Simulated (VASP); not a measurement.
Write the native input for VASP 6.6.1 that does the following.

- Task: single point
- Functional: revPBE
- Potentials or basis: VASP PAW PBE potentials, release 64 (Ti_sv, Sn_d)
- Cutoff: 520 eV
- k mesh: 5 × 5 × 5
- Occupations: fermi-dirac, width 0.05 eV
- Spin: no spin polarisation
- Dipole correction: no
- Further INCAR settings: ALGO = Normal; EDIFF = 1e-06; NBANDS = 20

The structure of TiSn lies in POSCAR:

```
TiSn
1.0
    0.0000000000      2.8005500000      2.8005500000
    2.8005500000      0.0000000000      2.8005500000
    2.8005500000      2.8005500000      0.0000000000
Ti Sn
1 1
Direct
    0.0000000000      0.0000000000      0.0000000000
    0.5000000000      0.5000000000      0.5000000000
```

One way to write it, as run:

INCAR

```
SYSTEM = TiSn
ALGO     = Normal         ! electronic algorithm
EDIFF    = 1E-6           ! SCF threshold, eV
ENCUT    = 520            ! plane-wave cutoff, eV
GGA      = RE             ! functional
ISIF     = 2              ! what is computed and relaxed
ISMEAR   = -1             ! smearing method
LASPH    = .True.         ! aspherical terms in the spheres
LCHARG   = .False.        ! write CHGCAR
LREAL    = .False.        ! projectors in reciprocal space
LWAVE    = .False.        ! write WAVECAR
NBANDS   = 20             ! bands
NELM     = 80             ! most SCF steps
PREC     = Accurate       ! precision mode
SIGMA    = 0.05           ! smearing width, eV
```

KPOINTS

```
k-points
0
Gamma
  5 5 5
  0 0 0
```

Potentials or basis: VASP PAW PBE potentials, release 64 (Ti_sv, Sn_d).

Launch:

```sh
$ cat potpaw_PBE.64/Ti_sv/POTCAR potpaw_PBE.64/Sn_d/POTCAR > POTCAR
$ mpirun -np 1 vasp_std > vasp.out
```

It gave:

- Pressure: 1.6 GPa
- Band gap on the k mesh: zero (band 13 reaches 8.41 eV, above the bottom of band 14 at 8.17 eV)

Caveat: the k points lie up to 0.39 Å⁻¹ apart; the PAW data sets were made with another functional, which shifts forces and pressure a little; spin-orbit coupling is left out, which moves the levels of the heavy elements.

Wall time 21 s on 1 thread of Intel(R) Xeon(R) Platinum 8259CL CPU @ 2.50GHz (Skylake/Cascade Lake), on a shared host, peak memory 0.16 GiB.
